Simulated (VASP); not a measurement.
Rh, 16 atoms in the cell. The cell holds a slab with vacuum, 16 atoms: a = 5.365 Å, b = 5.365 Å, c = 23.571 Å, α = 90.00°, β = 90.00°, γ = 120.00°. 

* Program: VASP 6.6.1
* Task: single point
* Functional: PBE
* Dispersion: D3(BJ)
* Potentials or basis: VASP PAW PBE potentials, release 64 (Rh_pv)
* Cutoff: 520 eV
* k mesh: 6 × 6 × 1
* Occupations: gaussian, width 0.1 eV
* Spin: no spin polarisation
* Dipole correction: yes
* Further INCAR settings: LREAL = Auto; ALGO = Normal; EDIFF = 1e-06; NBANDS = 134

Potentials or basis: VASP PAW PBE potentials, release 64 (Rh_pv).

Launch:

```sh
$ cat potpaw_PBE.64/Rh_pv/POTCAR > POTCAR
$ mpirun -np 1 vasp_std > vasp.out
```

Hardware: 1 thread of Intel(R) Xeon(R) Platinum 8488C (Sapphire Rapids) (shared host).

**Question.** How long does it take, and how much memory?

**Answer.** Run time: 26 min on 1 thread of Intel(R) Xeon(R) Platinum 8488C (Sapphire Rapids), with other jobs on the host, peak memory 0.76 GiB. Counts: scf iterations 29, k points 7.
